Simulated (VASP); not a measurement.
# Si (a cell with a defect) in VASP: notebook

Si (a cell with a defect) is run at these levels: PBE; tasks: relaxation of the atoms.

All numbers are computed with VASP 6.6.1; they aren't measurements. Logs are shortened: lines on timing, memory, paths and dates and some standing lists are left out, and cuts for length are marked.

### 1 The cell of the first run

The cell holds a defect, 17 atoms: a = 7.679 Å, b = 7.679 Å, c = 7.679 Å, α = 60.00°, β = 60.00°, γ = 60.00°.

### 2 Relaxation of the atoms, PBE

File INCAR:

```
PREC = Accurate ; ENCUT = 520
EDIFF = 1E-6 ; ISMEAR = -1
SIGMA = 0.02 ; LREAL = Auto
LASPH = T ; NELM = 60
ALGO = Normal ; ISIF = 2
LWAVE = F ; LCHARG = F
GGA = PE ; IBRION = 2
NSW = 80 ; EDIFFG = -0.03
```

File KPOINTS:

```
regular mesh
0
Gamma
  2 2 2
```

File POSCAR:

```
Si
1.0
    0.0000000000      5.4300000000      5.4300000000
    5.4300000000      0.0000000000      5.4300000000
    5.4300000000      5.4300000000      0.0000000000
Si
17
Direct
    0.0000000000      0.0000000000      0.0000000000
    0.1250000000      0.1250000000      0.1250000000
    0.0000000000      0.0000000000      0.5000000000
    0.1250000000      0.1250000000      0.6250000000
    0.0000000000      0.5000000000      0.0000000000
    0.1250000000      0.6250000000      0.1250000000
    0.0000000000      0.5000000000      0.5000000000
    0.1250000000      0.6250000000      0.6250000000
    0.5000000000      0.0000000000      0.0000000000
    0.6250000000      0.1250000000      0.1250000000
    0.5000000000      0.0000000000      0.5000000000
    0.6250000000      0.1250000000      0.6250000000
    0.5000000000      0.5000000000      0.0000000000
    0.6250000000      0.6250000000      0.1250000000
    0.5000000000      0.5000000000      0.5000000000
    0.6250000000      0.6250000000      0.6250000000
    0.2517973000      0.2625184000      0.2504160000
```

Potentials or basis: VASP PAW PBE potentials, release 64 (Si).

Launch:

```
$ cat potpaw_PBE.64/Si/POTCAR > POTCAR
$ mpirun -np 1 vasp_std > vasp.out
```

OUTCAR:

```text
PREC = Accurate
   ENCUT = 520
   EDIFF = 1E-6
   ISMEAR = -1
   LREAL = Auto
   LASPH = T
   NELM = 60
   ISIF = 2
   GGA = PE
   IBRION = 2
   NSW = 80
   EDIFFG = -0.03

 ion  position               nearest neighbor table
   1  0.000  0.000  0.000-   2 2.35   4 2.35   6 2.35  10 2.35
   2  0.125  0.125  0.125-   1 2.35   3 2.35   5 2.35   9 2.35  17 2.44
   3  0.000  0.000  0.500-   2 2.35   4 2.35   8 2.35  12 2.35  17 2.79
   4  0.125  0.125  0.625-  17 2.35   3 2.35   7 2.35  11 2.35   1 2.35
   5  0.000  0.500  0.000-   2 2.35   6 2.35   8 2.35  14 2.35  17 2.73
   6  0.125  0.625  0.125-  17 2.27   5 2.35   7 2.35  13 2.35   1 2.35
   7  0.000  0.500  0.500-   4 2.35   6 2.35   8 2.35  16 2.35  17 2.65
   8  0.125  0.625  0.625-   3 2.35   5 2.35   7 2.35  15 2.35
   9  0.500  0.000  0.000-   2 2.35  10 2.35  12 2.35  14 2.35  17 2.79
  10  0.625  0.125  0.125-  17 2.34   9 2.35  11 2.35  13 2.35   1 2.35
  11  0.500  0.000  0.500-   4 2.35  10 2.35  12 2.35  16 2.35  17 2.71
  12  0.625  0.125  0.625-   3 2.35   9 2.35  11 2.35  15 2.35
  13  0.500  0.500  0.000-   6 2.35  10 2.35  14 2.35  16 2.35  17 2.64
  14  0.625  0.625  0.125-   5 2.35   9 2.35  13 2.35  15 2.35
  15  0.500  0.500  0.500-   8 2.35  12 2.35  14 2.35  16 2.35
  16  0.625  0.625  0.625-   7 2.35  11 2.35  13 2.35  15 2.35
  17  0.252  0.263  0.250-   6 2.27  10 2.34   4 2.35   2 2.44  13 2.64   7 2.65  11 2.71   5 2.73
                             9 2.79   3 2.79

  LATTYP: Found a face centered cubic cell.
 ALAT       =    10.8600000000

  Lattice vectors:

 A1 = (   0.0000000000,   5.4300000000,   5.4300000000)
 A2 = (   5.4300000000,   0.0000000000,   5.4300000000)
 A3 = (   5.4300000000,   5.4300000000,   0.0000000000)

Analysis of symmetry for initial positions (statically):
=====================================================================
 Subroutine PRICEL returns:
 Original cell was already a primitive cell.

 Routine SETGRP: Setting up the symmetry group for a
 face centered cubic supercell.

 Subroutine GETGRP returns: Found  1 space group operations
 (whereof  1 operations were pure point group operations)
 out of a pool of 48 trial point group operations.

The static configuration has the point symmetry C_1 .

Analysis of symmetry for dynamics (positions and initial velocities):
=====================================================================
 Subroutine PRICEL returns:
 Original cell was already a primitive cell.

 Routine SETGRP: Setting up the symmetry group for a
 face centered cubic supercell.

 Subroutine GETGRP returns: Found  1 space group operations
 (whereof  1 operations were pure point group operations)
 out of a pool of 48 trial point group operations.

The dynamic configuration has the point symmetry C_1 .
[... 118 lines left out ...]
   ISIF   =      2    stress and relaxation
   ISYM   =      2    0-nonsym 1-usesym 2-fastsym
   POTIM  = 0.5000    time-step for ionic-motion
   TEBEG  =    0.0;   TEEND  =   0.0 temperature during run
   PSTRESS=    0.0 pullay stress
   NELECT =      68.0000    total number of electrons
   NUPDOWN=      -1.0000    fix difference up-down
   EMIN   =  10.00;   EMAX   =-10.00  energy-range for DOS
   EFERMI =   0.00;   METHOD = LEGACY
   ISMEAR =    -1;   SIGMA  =   0.02  broadening in eV -4-tet -1-fermi 0-gaus
   EFERMI_NEDOS =   21; number of points for ismear=-14 and -15
   IALGO  =     38    algorithm
   IMIX   =      4    mixing-type and parameters
     AMIX     =   0.40;   BMIX     =  1.00
     AMIX_MAG =   1.60;   BMIX_MAG =  1.00
  volume/ion in A,a.u.               =      18.84       127.11
  Fermi-wavevector in a.u.,A,eV,Ry     =   0.976715  1.845724 12.979587  0.953973
  Thomas-Fermi vector in A             =   2.107356
   LORBIT       =      0    0 simple, 1 ext, 2 COOP (PROOUT), +10 PAW based schemes
   GGA     = PE    functional components
   LHFCALC =     F    Hartree Fock is set to
   AEXX    =    0.0000 exact exchange contribution
   IVDW    =     0    specifies the selected vdW correction
   LEPSILON=     F    determine dielectric tensor
   LRPA    =     F    only Hartree local field effects (RPA)
 conjugate gradient relaxation of ions
 non-spin polarized calculation
  energy-cutoff  :      520.00
  volume of cell :      320.21
 maximum number of plane-waves:      8646
 NGX is ok and might be reduce to    60
   NGX = 29   NGY = 29   NGZ = 29

--------------------------------------- Ionic step        1  -------------------------------------------

 number of electron      68.0000003 magnetization

 Free energy of the ion-electron system (eV)
  ---------------------------------------------------
  ext. energy  EPLUGINS =         0.00000000
  ---------------------------------------------------
  free energy    TOTEN  =       -87.82570670 eV

  energy without entropy =      -87.81605304  energy(sigma->0) =      -87.82087987

------------------------ aborting loop because EDIFF is reached ----------------------------------------

  FORCE on cell =-STRESS in cart. coord.  units (eV):
  Direction    XX          YY          ZZ          XY          YZ          ZX
  --------------------------------------------------------------------------------------
  -------------------------------------------------------------------------------------
  Total       11.7537340     11.7007697     11.7651472     -0.9852162     -0.8884508     -0.0695339
  in kB       58.8107820     58.5457708     58.8678893     -4.9296111     -4.4454374     -0.3479187
  external PRESSURE =      58.7414807 kB  Pullay stress =       0.0000000 kB
[... 134 lines left out ...]
  FREE ENERGIE OF THE ION-ELECTRON SYSTEM (eV)
  ---------------------------------------------------
  free  energy   TOTEN  =       -87.9841552091 eV

  energy  without entropy=      -87.9739514746  energy(sigma->0) =      -87.97905334

[... ionic steps 4 to 7 ...]

--------------------------------------- Ionic step        8  -------------------------------------------

 number of electron      68.0000000 magnetization

------------------------ aborting loop because EDIFF is reached ----------------------------------------
[... 97 lines left out ...]
--------------------------------------- Ionic step       10  -------------------------------------------

 number of electron      68.0000000 magnetization

 Free energy of the ion-electron system (eV)
  ---------------------------------------------------
  ext. energy  EPLUGINS =         0.00000000
  ---------------------------------------------------
  free energy    TOTEN  =       -87.99542121 eV

  energy without entropy =      -87.98521036  energy(sigma->0) =      -87.99031579

 E-fermi :   6.9109     XC(G=0):  -9.6744

 val. band max:        6.6847936135   @ k =   0.0000   0.0000   0.0000
 cond. band min:       6.9255340692   @ k =   0.5000   0.0000   0.5000
 fundamental gap:      0.2407404557
 Fermi energy:         6.9108783530

 k-point     1 :       0.0000    0.0000    0.0000
  band No.  band energies     occupation
      1      -6.3194      2.00000
      2      -3.7729      2.00000
      3      -3.6312      2.00000
      4      -3.6290      2.00000
      5      -3.6240      2.00000
      6      -2.8104      2.00000
[... 401 lines left out ...]
  FREE ENERGIE OF THE ION-ELECTRON SYSTEM (eV)
  ---------------------------------------------------
  free  energy   TOTEN  =       -87.9954212093 eV

  energy  without entropy=      -87.9852103619  energy(sigma->0) =      -87.99031579

 reached required accuracy - stopping structural energy minimisation
```

OSZICAR:

```text
N       E                     dE             d eps       ncg     rms          rms(c)
DAV:   1     0.189506028147E+03    0.18951E+03   -0.26812E+04   688   0.132E+03
DAV:   2    -0.713621850448E+02   -0.26087E+03   -0.25025E+03   822   0.189E+02
DAV:   3    -0.890728779142E+02   -0.17711E+02   -0.17351E+02   872   0.429E+01
DAV:   4    -0.895343848793E+02   -0.46151E+00   -0.45271E+00   840   0.826E+00
[... 66 lines left out ...]
       N       E                     dE             d eps       ncg     rms          rms(c)
DAV:   1    -0.879954026699E+02   -0.15223E-03   -0.57903E-03   709   0.301E-01    0.361E-02
DAV:   2    -0.879954246290E+02   -0.21959E-04   -0.29221E-04   864   0.697E-02    0.131E-02
DAV:   3    -0.879954217472E+02    0.28818E-05   -0.10868E-05   800   0.141E-02    0.753E-03
DAV:   4    -0.879954212093E+02    0.53792E-06   -0.34237E-06   648   0.668E-03
  10 F= -.87995421E+02 E0= -.87990316E+02  d E =-.171089E-03
```

Wall time 11 min (1 thread of AMD EPYC 9R45 (Zen 5), shared host); peak memory 0.5 GiB.

Results:

```
Free energy                  : -87.9954 eV
Energy gained by relaxing    : 10.0 meV/atom
Ionic steps                  : 10
Pressure after relaxing      : 5.3 GPa
Largest force after relaxing : 0.019 eV/Å
Band gap on the k mesh       : zero (bands 34 and 35 overlap by 0.25 eV)
```

Forces in eV/Å, atoms in the order of the input:
```
Si  -0.011 -0.007 -0.013
Si   0.001 -0.001  0.001
Si  -0.004 -0.006  0.009
Si   0.001  0.000  0.002
Si  -0.008  0.005 -0.007
Si  -0.008  0.008 -0.008
Si   0.007  0.006  0.001
Si   0.010  0.000  0.007
Si   0.008 -0.006 -0.005
Si   0.001  0.000  0.002
Si   0.004  0.002  0.003
Si   0.004  0.005  0.005
Si   0.001  0.004  0.009
Si   0.007  0.001  0.010
Si  -0.003  0.002 -0.004
Si   0.001 -0.007  0.001
Si  -0.011 -0.004 -0.012
```

Step by step:
```csv
step,energy change (eV),largest force (eV/Å),pressure (GPa)
1,0.0000,1.4556,5.87
2,-0.1584,0.2920,5.35
3,-0.1584,0.2983,5.34
4,-0.1664,0.1399,5.32
5,-0.1665,0.1402,5.32
6,-0.1685,0.0756,5.33
7,-0.1689,0.0414,5.34
8,-0.1694,0.0357,5.34
9,-0.1695,0.0452,5.33
10,-0.1697,0.0186,5.33
```

Final structure:
```
Si
1.0
     0.00000    5.43000    5.43000
     5.43000    0.00000    5.43000
     5.43000    5.43000    0.00000
Si
17
Direct
  0.00048 0.00268 0.00014
  0.12375 0.12411 0.12370
  0.99710 0.99715 0.50356
  0.12286 0.12322 0.63162
  0.99700 0.50417 0.99701
  0.12217 0.63406 0.12213
  0.99690 0.50360 0.50257
  0.12631 0.62464 0.62454
  0.50362 0.99714 0.99709
  0.63191 0.12314 0.12272
  0.50304 0.99703 0.50291
  0.62461 0.12621 0.62461
  0.50263 0.50355 0.99689
  0.62454 0.62463 0.12632
  0.49996 0.49994 0.49997
  0.62448 0.62455 0.62448
  0.25046 0.25270 0.25015
```

Levels at points of the mesh, in eV from the Fermi level:
| k point | band 31 | band 32 | band 33 | band 34 | band 35 | band 36 | band 37 | band 38 |
| --- | --- | --- | --- | --- | --- | --- | --- | --- |
| (0.00, 0.00, 0.00) | -0.82 | -0.82 | -0.82 | -0.25 | -0.24 | -0.23 | 0.08 | 0.08 |
| (0.50, 0.00, 0.00) | -1.56 | -1.43 | -1.43 | -0.34 | 0.52 | 0.55 | 0.89 | 0.90 |
| (0.00, 0.50, 0.00) | -1.56 | -1.43 | -1.43 | -0.34 | 0.53 | 0.55 | 0.89 | 0.89 |
| (0.00, 0.00, 0.50) | -1.56 | -1.43 | -1.43 | -0.34 | 0.52 | 0.55 | 0.89 | 0.90 |
| (0.50, 0.50, 0.50) | -1.57 | -1.43 | -1.43 | -0.35 | 0.52 | 0.53 | 0.90 | 0.91 |
| (0.50, 0.50, 0.00) | -2.02 | -1.89 | -0.99 | 0.01 | 0.71 | 1.02 | 1.03 | 1.15 |
| (0.00, 0.50, 0.50) | -2.02 | -1.89 | -0.99 | 0.01 | 0.71 | 1.02 | 1.03 | 1.15 |
| (0.50, 0.00, 0.50) | -2.02 | -1.89 | -0.99 | 0.01 | 0.71 | 1.02 | 1.03 | 1.15 |

Caveat: the k points lie up to 0.50 Å⁻¹ apart.

(Continued in part 2 of 2.)

The gap in the log of VASP goes by the Fermi energy; the results here count the filled bands.